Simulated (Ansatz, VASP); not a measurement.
SiC in VASP and in Ansatz

```
Si C
1.0
     0.00000    2.00008    2.34792
     2.00008    0.00000    2.34792
     2.00008    2.00008    0.00000
Si C
1 1
Cartesian
  0.0000 0.0000 0.0000
  3.0001 3.0001 3.5219
```

Change from the starting cell: strain -0.080 along x and y, +0.080 along z, atoms carried along.

Alike in both runs: task single point; functional PBE; k mesh 12 × 12 × 12; occupations gaussian, width 0.05 eV; no spin polarisation.

```csv
,VASP,Ansatz
version,VASP 6.6.1,Ansatz 0.2.0
potentials or method,"VASP PAW PBE potentials, release 64 (Si, C), cutoff 520 eV","scalar-relativistic, plane waves, PAW"
valence electrons in the cell,8,8
```

|  | VASP | Ansatz | Ansatz less VASP |
| --- | --- | --- | --- |
| gap on the k mesh at the Fermi level (eV) | 0.27 | 0.27 | +0.004 |
| least direct gap on the mesh (eV) | 4.01 | 4.01 | +0.001 |
| pressure (GPa) | 27.2 | 27.3 | +0.12 |
| traceless stress, the component that is largest in VASP (GPa) | -39.16 | -39.06 | +0.098 |
